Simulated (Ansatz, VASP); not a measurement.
## MgO2 in VASP and in Ansatz

```
CELL_PARAMETERS angstrom
1.78530 1.03074 3.49398
-1.78530 1.03074 3.49398
0.00000 -2.06148 3.49398
ATOMIC_POSITIONS crystal
Mg 0.00000 0.00000 0.00000
O 0.42879 0.42879 0.42879
O 0.57121 0.57121 0.57121
```

Change from the starting cell: strain +0.1125 x Voigt [1, 1, 0, 0, 0, 0], atoms carried along.

Alike in both runs: task single point; functional r2SCAN; k mesh 12 × 12 × 12; occupations gaussian, width 0.05 eV; no spin polarisation.

|  | VASP | Ansatz |
| --- | --- | --- |
| version | VASP 6.6.1 | Ansatz 0.2.0 |
| potentials or method | VASP PAW PBE potentials, release 64 (Mg, O), cutoff 520 eV | scalar-relativistic, plane waves, PAW |
| valence electrons in the cell | 14 | 22 |

|  | VASP | Ansatz | Ansatz less VASP |
| --- | --- | --- | --- |
| gap on the k mesh at the Fermi level (eV) | 2.75 | 2.78 | +0.029 |
| least direct gap on the mesh (eV) | 2.93 | 2.96 | +0.031 |
| pressure (GPa) | -17.9 | -17.7 | +0.16 |
| traceless stress, the component that is largest in VASP (GPa) | 12.35 | 11.13 | -1.219 |
| rms of the force components (eV/Å) | 0.450 | 0.326 | -0.1241 |

VASP's potentials were made for PBE, not for r2SCAN. Atom by atom the forces differ by 0.124 eV/Å (rms over components). VASP's potentials hold 14 valence electrons a cell and Ansatz's 22, so a difference there can come from the potentials and not from the codes.
